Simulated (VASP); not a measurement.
Wanted: the native input for a VASP 6.6.1 run.

* Task: single point
* Functional: r2SCAN
* Potentials or basis: VASP PAW PBE potentials, release 64 (S)
* Cutoff: 550 eV
* k mesh: 5 × 5 × 5
* Occupations: methfessel-paxton, width 0.05 eV
* Spin: no spin polarisation
* Dipole correction: no
* Further INCAR settings: ALGO = Normal; EDIFF = 1e-06; NBANDS = 13

S:

```
S
1.0
     0.00000    2.56717    2.56717
     2.56717    0.00000    2.56717
     2.56717    2.56717    0.00000
S
2
Cartesian
  0.0000 0.0000 0.0000
  1.2836 1.2836 1.2836
```

This isn't the form of S at room conditions, which is orthorhombic, of S8 rings.

One way to write it, as run:

POSCAR

```
S
1.0
    0.0000000000      2.5671740368      2.5671740368
    2.5671740368      0.0000000000      2.5671740368
    2.5671740368      2.5671740368      0.0000000000
S
2
Direct
    0.0000000000      0.0000000000      0.0000000000
    0.2500000000      0.2500000000      0.2500000000
```

INCAR.step1

```
SYSTEM = S
ALGO = Normal ; EDIFF = 1E-5
ENCUT = 550 ; GGA = PE
GGA_COMPAT = .False. ; ISMEAR = 1
LASPH = .True. ; LCHARG = .False.
LREAL = .False. ; LWAVE = .True.
NBANDS = 13 ; NELM = 120
PREC = Accurate ; SIGMA = 0.05
```

INCAR.step2

```
SYSTEM = S
ALGO = Normal ; EDIFF = 1E-6
ENCUT = 550 ; GGA_COMPAT = .False.
ISIF = 2 ; ISMEAR = 1
ISTART = 1 ; LASPH = .True.
LCHARG = .False. ; LMIXTAU = .True.
LREAL = .False. ; LWAVE = .False.
METAGGA = R2SCAN ; NBANDS = 13
NELM = 120 ; PREC = Accurate
SIGMA = 0.05
```

KPOINTS

```
k-points
0
Gamma
  5 5 5
  0 0 0
```

Potentials or basis: VASP PAW PBE potentials, release 64 (S).

Run with:

```bash
$ cat potpaw_PBE.64/S/POTCAR > POTCAR
$ cp INCAR.step1 INCAR
$ mpirun -np 1 vasp_std > vasp.out
$ cp INCAR.step2 INCAR
$ mpirun -np 1 vasp_std > vasp.out
```

It gave:

```yaml
Pressure: 29.8 GPa
Band_gap_on_the_k_mesh: zero (bands 6 and 7 overlap by 1.98 eV)
```

Caveat: the k points lie up to 0.42 Å⁻¹ apart, too coarse for converged energies and pressures of a metal; the PAW data sets were made with another functional, which shifts forces and pressure a little.

Wall time 31 s on 1 thread of Intel Xeon 8259CL, on a shared host, peak memory 0.15 GiB.
